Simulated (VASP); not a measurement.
# SnSe2 (P-3m1) in VASP: further runs, part 2 of 2

VASP 6.6.1. The steps go on from the part before.

## (4) Single point, PBEsol

This run uses another cell than the first one, of 27.66 Å³/atom.

Contents of INCAR:

```
PREC = Accurate
ENCUT = 500
EDIFF = 1E-6
ISMEAR = 0
SIGMA = 0.01
LREAL = F
LASPH = T
NELM = 120
ALGO = Normal
ISIF = 2
LWAVE = F
LCHARG = F
GGA = PS
NBANDS = 20
GGA_COMPAT = F
```

Contents of KPOINTS:

```
Automatic mesh
0
Gamma
  6 6 4
```

Contents of POSCAR:

```
SnSe2
1.0
    3.9039876655      0.0000000000      0.0000000000
   -1.9519938327      3.3809526851      0.0000000000
    0.0000000000      0.0000000000      6.2857172173
Sn Se
1 2
Direct
    0.0000000000      0.0000000000      0.0000000000
    0.3333333333      0.6666666667      0.2490000000
    0.6666666667      0.3333333333      0.7510000000
```

Potentials or basis: VASP PAW PBE potentials, release 64 (Sn_d, Se).

Started as:

```console
cat potpaw_PBE.64/Sn_d/POTCAR potpaw_PBE.64/Se/POTCAR > POTCAR
mpirun -np 1 vasp_std > vasp.out
```

OUTCAR:

```text
PREC = Accurate
   ENCUT = 500
   EDIFF = 1E-6
   ISMEAR = 0
   LREAL = F
   LASPH = T
   NELM = 120
   ISIF = 2
   GGA = PS

 ion  position               nearest neighbor table
   1  0.000  0.000  0.000-   2 2.74   3 2.74   3 2.74   2 2.74   3 2.74   2 2.74
   2  0.333  0.667  0.249-   1 2.74   1 2.74   1 2.74
   3  0.667  0.333  0.751-   1 2.74   1 2.74   1 2.74

  LATTYP: Found a hexagonal cell.
 ALAT       =     3.9039876655
 C/A-ratio  =     1.6100760955

  Lattice vectors:

 A1 = (   3.9039876655,   0.0000000000,   0.0000000000)
 A2 = (  -1.9519938327,   3.3809526851,   0.0000000000)
 A3 = (   0.0000000000,   0.0000000000,   6.2857172173)

Analysis of symmetry for initial positions (statically):
=====================================================================
 Subroutine PRICEL returns:
 Original cell was already a primitive cell.

 Routine SETGRP: Setting up the symmetry group for a
 hexagonal supercell.

 Subroutine GETGRP returns: Found 12 space group operations
 (whereof 12 operations were pure point group operations)
 out of a pool of 24 trial point group operations.

The static configuration has the point symmetry D_3d.

Analysis of symmetry for dynamics (positions and initial velocities):
=====================================================================
 Subroutine PRICEL returns:
 Original cell was already a primitive cell.

 Routine SETGRP: Setting up the symmetry group for a
 hexagonal supercell.

 Subroutine GETGRP returns: Found 12 space group operations
 (whereof 12 operations were pure point group operations)
 out of a pool of 24 trial point group operations.

The dynamic configuration has the point symmetry D_3d.
[... 110 lines left out ...]
   PSTRESS=    0.0 pullay stress
   NELECT =      26.0000    total number of electrons
   NUPDOWN=      -1.0000    fix difference up-down
   EMIN   =  10.00;   EMAX   =-10.00  energy-range for DOS
   EFERMI =   0.00;   METHOD = LEGACY
   ISMEAR =     0;   SIGMA  =   0.01  broadening in eV -4-tet -1-fermi 0-gaus
   EFERMI_NEDOS =   21; number of points for ismear=-14 and -15
   IALGO  =     38    algorithm
   IMIX   =      4    mixing-type and parameters
     AMIX     =   0.40;   BMIX     =  1.00
     AMIX_MAG =   1.60;   BMIX_MAG =  1.00
  volume/ion in A,a.u.               =      27.66       186.63
  Fermi-wavevector in a.u.,A,eV,Ry     =   1.111984  2.101345 16.823715  1.236508
  Thomas-Fermi vector in A             =   2.248553
   LORBIT       =      0    0 simple, 1 ext, 2 COOP (PROOUT), +10 PAW based schemes
   GGA     = PS    functional components
   LHFCALC =     F    Hartree Fock is set to
   AEXX    =    0.0000 exact exchange contribution
   IVDW    =     0    specifies the selected vdW correction
   LEPSILON=     F    determine dielectric tensor
   LRPA    =     F    only Hartree local field effects (RPA)
 non-spin polarized calculation
 Gauss-broadening in eV      SIGMA  =   0.01
  energy-cutoff  :      500.00
  volume of cell :       82.97
 maximum number of plane-waves:      2127
   NGX = 15   NGY = 15   NGZ = 23

 number of electron      25.9999998 magnetization

 Free energy of the ion-electron system (eV)
  ---------------------------------------------------
  ext. energy  EPLUGINS =         0.00000000
  ---------------------------------------------------
  free energy    TOTEN  =       -12.93873928 eV

  energy without entropy =      -12.93873928  energy(sigma->0) =      -12.93873928

 E-fermi :   3.3885     XC(G=0):  -9.3130

 val. band max:        3.2881364962   @ k =   0.0000   0.0000   0.0000
 cond. band min:       3.9756595833   @ k =   0.5000  -0.0000   0.2500
 fundamental gap:      0.6875230872
 Fermi energy:         3.3885176539

 k-point     1 :       0.0000    0.0000    0.0000
  band No.  band energies     occupation
      1     -17.7714      2.00000
      2     -17.7714      2.00000
      3     -17.7460      2.00000
      4     -17.7333      2.00000
      5     -17.7333      2.00000
      6     -10.2034      2.00000
[... 541 lines left out ...]
     19      12.1602      0.00000
     20      12.1724      0.00000

------------------------ aborting loop because EDIFF is reached ----------------------------------------

  FORCE on cell =-STRESS in cart. coord.  units (eV):
  Direction    XX          YY          ZZ          XY          YZ          ZX
  --------------------------------------------------------------------------------------
  -------------------------------------------------------------------------------------
  Total       -1.3854425     -1.3854427     -0.4329349     -0.0000000      0.0000000      0.0000000
  in kB      -26.7544926    -26.7544957     -8.3604725     -0.0000000      0.0000000      0.0000000
  external PRESSURE =     -20.6231536 kB  Pullay stress =       0.0000000 kB

 VOLUME and BASIS-vectors are now :
 -----------------------------------------------------------------------------
  energy-cutoff  :      500.00
  volume of cell :       82.97
      direct lattice vectors                 reciprocal lattice vectors
     3.903987665  0.000000000  0.000000000     0.256148350  0.147887311  0.000000000
    -1.951993833  3.380952685  0.000000000     0.000000000  0.295774621  0.000000000
     0.000000000  0.000000000  6.285717217     0.000000000  0.000000000  0.159090835

 POSITION                                       TOTAL-FORCE (eV/Angst)
 -----------------------------------------------------------------------------------
      0.00000      0.00000      0.00000        -0.000000     -0.000000      0.000000
     -0.00000      2.25397      1.56514         0.000000     -0.000000     -0.034675
      1.95199      1.12698      4.72057         0.000000      0.000000      0.034675
 -----------------------------------------------------------------------------------
    total drift:                                0.000000      0.000000      0.000000

  FREE ENERGIE OF THE ION-ELECTRON SYSTEM (eV)
  ---------------------------------------------------
  free  energy   TOTEN  =       -12.9387392768 eV

  energy  without entropy=      -12.9387392768  energy(sigma->0) =      -12.93873928
```

OSZICAR:

```text
N       E                     dE             d eps       ncg     rms          rms(c)
DAV:   1     0.203338461593E+03    0.20334E+03   -0.11808E+04   972   0.141E+03
DAV:   2     0.107853378979E+02   -0.19255E+03   -0.18595E+03   984   0.371E+02
DAV:   3    -0.123264623464E+02   -0.23112E+02   -0.22365E+02  1180   0.112E+02
DAV:   4    -0.131955123790E+02   -0.86905E+00   -0.86711E+00  1120   0.227E+01
DAV:   5    -0.132165769628E+02   -0.21065E-01   -0.21062E-01  1368   0.377E+00    0.465E+00
DAV:   6    -0.129641827962E+02    0.25239E+00   -0.50176E-01  1380   0.754E+00    0.295E+00
DAV:   7    -0.129406499454E+02    0.23533E-01   -0.13673E-01  1152   0.243E+00    0.912E-01
DAV:   8    -0.129386196257E+02    0.20303E-02   -0.10987E-02  1220   0.966E-01    0.245E-01
DAV:   9    -0.129387194908E+02   -0.99865E-04   -0.11510E-03  1128   0.264E-01    0.748E-02
DAV:  10    -0.129387238319E+02   -0.43411E-05   -0.99424E-05  1284   0.635E-02    0.279E-02
DAV:  11    -0.129387391476E+02   -0.15316E-04   -0.22686E-05  1104   0.268E-02    0.581E-03
DAV:  12    -0.129387392768E+02   -0.12916E-06   -0.20416E-06   920   0.103E-02
   1 F= -.12938739E+02 E0= -.12938739E+02  d E =-.679069E-48
```

stdout:

```text
POSCAR found type information on POSCAR SnSe
 POSCAR found :  2 types and       3 ions
 scaLAPACK will be used
 -----------------------------------------------------------------------------
|                                                                             |
|                                                                             |
|     You enforced a specific xc type in the INCAR file but a different       |
|     I HOPE YOU KNOW WHAT YOU ARE DOING!                                     |
|                                                                             |
 -----------------------------------------------------------------------------

 LDA part: xc-table for (Slater+PW92), standard interpolation
 POSCAR, INCAR and KPOINTS ok, starting setup
 FFT: planning ... GRIDC
 FFT: planning ... GRID_SOFT
 FFT: planning ... GRID
 WAVECAR not read
 entering main loop
```

It took 54 s on 1 thread of Intel Xeon 8259CL, shared host; peak memory 0.2 GiB.

Results:

- Free energy: -12.9387 eV
- Pressure: -2.1 GPa
- Largest force: 0.035 eV/Å
- Band gap on the k mesh: 0.69 eV (least direct gap 0.72 eV)

Forces on the atoms (eV/Å):
```
Sn   0.000  0.000  0.000
Se   0.000  0.000 -0.035
Se   0.000  0.000  0.035
```

Caveat: the PAW data sets were made with another functional, which shifts forces and pressure a little; spin-orbit coupling is left out, which moves the levels of the heavy elements; this functional lacks dispersion, which binds the layers, so the pressure and a relaxed spacing across them are unreliable. A k mesh can miss the band edges.

## (5) Single point, PBEsol

This run uses another cell than the first one, of 28.30 Å³/atom.

Contents of INCAR:

```
SYSTEM = SnSe2
ALGO = Normal
EDIFF = 1E-6
ENCUT = 500
GGA = PS
GGA_COMPAT = .FALSE.
ISIF = 2
ISMEAR = 0
LASPH = .TRUE.
LCHARG = .TRUE.
LELF = .TRUE.
LREAL = .FALSE.
LVHAR = .TRUE.
LWAVE = .FALSE.
NBANDS = 20
NELM = 120
PREC = Accurate
SIGMA = 0.01
```

Contents of KPOINTS:

```
k-points
0
G
  6 6 4
  0 0 0
```

Contents of POSCAR:

```
SnSe2
1.0
    3.9340195200      0.0000000000      0.0000000000
   -1.9670097600      3.4069610355      0.0000000000
    0.0000000000      0.0000000000      6.3340707884
Sn Se
1 2
Direct
    0.0000000000      0.0000000000      0.0000000000
    0.3333333333      0.6666666667      0.2490000000
    0.6666666667      0.3333333333      0.7510000000
```

Potentials or basis: VASP PAW PBE potentials, release 64 (Sn_d, Se).

Started as:

```console
cat potpaw_PBE.64/Sn_d/POTCAR potpaw_PBE.64/Se/POTCAR > POTCAR
mpirun -np 1 vasp_std > vasp.out
```

OUTCAR:

```text
SYSTEM = SnSe2
   EDIFF = 1E-6
   ENCUT = 500
   GGA = PS
   ISIF = 2
   ISMEAR = 0
   LASPH = .TRUE.
   LREAL = .FALSE.
   NELM = 120
   PREC = Accurate

 ion  position               nearest neighbor table
   1  0.000  0.000  0.000-   2 2.77   3 2.77   3 2.77   2 2.77   3 2.77   2 2.77
   2  0.333  0.667  0.249-   1 2.77   1 2.77   1 2.77
   3  0.667  0.333  0.751-   1 2.77   1 2.77   1 2.77

  LATTYP: Found a hexagonal cell.
 ALAT       =     3.9340195200
 C/A-ratio  =     1.6100760955

  Lattice vectors:

 A1 = (   3.9340195200,   0.0000000000,   0.0000000000)
 A2 = (  -1.9670097600,   3.4069610355,   0.0000000000)
 A3 = (   0.0000000000,   0.0000000000,   6.3340707884)

Analysis of symmetry for initial positions (statically):
=====================================================================
 Subroutine PRICEL returns:
 Original cell was already a primitive cell.

 Routine SETGRP: Setting up the symmetry group for a
 hexagonal supercell.

 Subroutine GETGRP returns: Found 12 space group operations
 (whereof 12 operations were pure point group operations)
 out of a pool of 24 trial point group operations.

The static configuration has the point symmetry D_3d.

Analysis of symmetry for dynamics (positions and initial velocities):
=====================================================================
 Subroutine PRICEL returns:
 Original cell was already a primitive cell.

 Routine SETGRP: Setting up the symmetry group for a
 hexagonal supercell.

 Subroutine GETGRP returns: Found 12 space group operations
 (whereof 12 operations were pure point group operations)
[... 113 lines left out ...]
   PSTRESS=    0.0 pullay stress
   NELECT =      26.0000    total number of electrons
   NUPDOWN=      -1.0000    fix difference up-down
   EMIN   =  10.00;   EMAX   =-10.00  energy-range for DOS
   EFERMI =   0.00;   METHOD = LEGACY
   ISMEAR =     0;   SIGMA  =   0.01  broadening in eV -4-tet -1-fermi 0-gaus
   EFERMI_NEDOS =   21; number of points for ismear=-14 and -15
   IALGO  =     38    algorithm
   IMIX   =      4    mixing-type and parameters
     AMIX     =   0.40;   BMIX     =  1.00
     AMIX_MAG =   1.60;   BMIX_MAG =  1.00
  volume/ion in A,a.u.               =      28.30       190.97
  Fermi-wavevector in a.u.,A,eV,Ry     =   1.103495  2.085303 16.567834  1.217701
  Thomas-Fermi vector in A             =   2.239954
   LORBIT       =      0    0 simple, 1 ext, 2 COOP (PROOUT), +10 PAW based schemes
   GGA     = PS    functional components
   LHFCALC =     F    Hartree Fock is set to
   AEXX    =    0.0000 exact exchange contribution
   IVDW    =     0    specifies the selected vdW correction
   LEPSILON=     F    determine dielectric tensor
   LRPA    =     F    only Hartree local field effects (RPA)
 non-spin polarized calculation
 Gauss-broadening in eV      SIGMA  =   0.01
  energy-cutoff  :      500.00
  volume of cell :       84.90
 maximum number of plane-waves:      2184
 NGX is ok and might be reduce to    30
   NGX = 15   NGY = 15   NGZ = 23

 number of electron      26.0000008 magnetization

 Free energy of the ion-electron system (eV)
  ---------------------------------------------------
  ext. energy  EPLUGINS =         0.00000000
  ---------------------------------------------------
  free energy    TOTEN  =       -12.90682267 eV

  energy without entropy =      -12.90682267  energy(sigma->0) =      -12.90682267

 E-fermi :   3.1049     XC(G=0):  -9.2113

 val. band max:        3.0547117266   @ k =   0.0000   0.0000   0.0000
 cond. band min:       3.7052602898   @ k =   0.0000   0.0000   0.0000
 fundamental gap:      0.6505485632
 Fermi energy:         3.1048694123

 k-point     1 :       0.0000    0.0000    0.0000
  band No.  band energies     occupation
      1     -17.9755      2.00000
      2     -17.9755      2.00000
      3     -17.9537      2.00000
      4     -17.9419      2.00000
      5     -17.9419      2.00000
      6     -10.2775      2.00000
[... 541 lines left out ...]
     19      11.8966      0.00000
     20      11.9068      0.00000

------------------------ aborting loop because EDIFF is reached ----------------------------------------

  FORCE on cell =-STRESS in cart. coord.  units (eV):
  Direction    XX          YY          ZZ          XY          YZ          ZX
  --------------------------------------------------------------------------------------
  -------------------------------------------------------------------------------------
  Total       -2.0471864     -2.0471866     -1.0634861      0.0000000      0.0000000      0.0000000
  in kB      -38.6350416    -38.6350460    -20.0703906      0.0000000      0.0000000      0.0000000
  external PRESSURE =     -32.4468260 kB  Pullay stress =       0.0000000 kB

 VOLUME and BASIS-vectors are now :
 -----------------------------------------------------------------------------
  energy-cutoff  :      500.00
  volume of cell :       84.90
      direct lattice vectors                 reciprocal lattice vectors
     3.934019520  0.000000000  0.000000000     0.254192943  0.146758356  0.000000000
    -1.967009760  3.406961036  0.000000000     0.000000000  0.293516712  0.000000000
     0.000000000  0.000000000  6.334070788     0.000000000  0.000000000  0.157876354

 POSITION                                       TOTAL-FORCE (eV/Angst)
 -----------------------------------------------------------------------------------
      0.00000      0.00000      0.00000         0.000000      0.000000      0.000000
     -0.00000      2.27131      1.57718         0.000000      0.000000     -0.211327
      1.96701      1.13565      4.75689        -0.000000     -0.000000      0.211327
 -----------------------------------------------------------------------------------
    total drift:                                0.000000     -0.000000      0.000000

  FREE ENERGIE OF THE ION-ELECTRON SYSTEM (eV)
  ---------------------------------------------------
  free  energy   TOTEN  =       -12.9068226650 eV

  energy  without entropy=      -12.9068226650  energy(sigma->0) =      -12.90682267
```

OSZICAR:

```text
N       E                     dE             d eps       ncg     rms          rms(c)
DAV:   1     0.199078868605E+03    0.19908E+03   -0.11776E+04   984   0.139E+03
DAV:   2     0.105658248853E+02   -0.18851E+03   -0.18123E+03  1024   0.363E+02
DAV:   3    -0.123555102568E+02   -0.22921E+02   -0.22421E+02  1180   0.113E+02
DAV:   4    -0.131631715937E+02   -0.80766E+00   -0.80632E+00  1132   0.229E+01
DAV:   5    -0.131832798728E+02   -0.20108E-01   -0.20106E-01  1324   0.375E+00    0.450E+00
DAV:   6    -0.129304081141E+02    0.25287E+00   -0.52029E-01  1368   0.748E+00    0.284E+00
DAV:   7    -0.129087046705E+02    0.21703E-01   -0.13089E-01  1124   0.233E+00    0.916E-01
DAV:   8    -0.129066919930E+02    0.20127E-02   -0.10375E-02  1232   0.912E-01    0.237E-01
DAV:   9    -0.129067991852E+02   -0.10719E-03   -0.11234E-03  1096   0.261E-01    0.715E-02
DAV:  10    -0.129068075276E+02   -0.83424E-05   -0.10845E-04  1216   0.655E-02    0.264E-02
DAV:  11    -0.129068225400E+02   -0.15012E-04   -0.23265E-05  1080   0.276E-02    0.658E-03
DAV:  12    -0.129068226650E+02   -0.12505E-06   -0.23646E-06   964   0.108E-02
   1 F= -.12906823E+02 E0= -.12906823E+02  d E =-.125093E-14
```

stdout:

```text
POSCAR found type information on POSCAR SnSe
 POSCAR found :  2 types and       3 ions
 scaLAPACK will be used
 -----------------------------------------------------------------------------
|                                                                             |
|                                                                             |
|     You enforced a specific xc type in the INCAR file but a different       |
|     I HOPE YOU KNOW WHAT YOU ARE DOING!                                     |
|                                                                             |
 -----------------------------------------------------------------------------

 LDA part: xc-table for (Slater+PW92), standard interpolation
 POSCAR, INCAR and KPOINTS ok, starting setup
 FFT: planning ... GRIDC
 FFT: planning ... GRID_SOFT
 FFT: planning ... GRID
 WAVECAR not read
 entering main loop
```

Wall time 61 s (1 thread of Intel Xeon 8259CL, shared host); peak memory 0.21 GiB.

Results:

- Free energy: -12.9068 eV
- Pressure: -3.2 GPa
- Largest force: 0.211 eV/Å
- Band gap on the k mesh: 0.65 eV

Forces on the atoms (eV/Å):
```
Sn   0.000  0.000  0.000
Se   0.000  0.000 -0.211
Se   0.000  0.000  0.211
```

Caveat: the cell stands under tension; the PAW data sets were made with another functional, which shifts forces and pressure a little; spin-orbit coupling is left out, which moves the levels of the heavy elements; this functional lacks dispersion, which binds the layers, so the pressure and a relaxed spacing across them are unreliable. A k mesh can miss the band edges.

## (6) Summary

| cell | gap on the mesh (eV) | pressure (GPa) | largest force (eV/Å) |
| --- | --- | --- | --- |
| a = 3.842, b = 3.842, c = 6.187 Å, angles 90.0, 90.0, 120.0°, 3 atoms | 0.72 | 0.9 | 0.38 |
| a = 3.873, b = 3.873, c = 6.237 Å, angles 90.0, 90.0, 120.0°, 3 atoms | 0.71 | -0.7 | 0.16 |
| a = 3.904, b = 3.904, c = 6.286 Å, angles 90.0, 90.0, 120.0°, 3 atoms | 0.69 | -2.1 | 0.03 |
| a = 3.934, b = 3.934, c = 6.334 Å, angles 90.0, 90.0, 120.0°, 3 atoms | 0.65 | -3.2 | 0.21 |

Alike in all rows: task single point; level PBEsol; potentials or basis VASP PAW PBE potentials, release 64 (Sn_d, Se); no spin polarisation; k mesh 6 × 6 × 4; cutoff (eV) 500; smearing gaussian 0.01 eV.

Caveats: the PAW data sets were made with another functional, which shifts forces and pressure a little; spin-orbit coupling is left out, which moves the levels of the heavy elements; this functional lacks dispersion, which binds the layers, so the pressure and a relaxed spacing across them are unreliable; the cell stands under tension (at least some runs).

Total energies depend on the potentials used, so only differences within one code and one set of settings carry meaning.
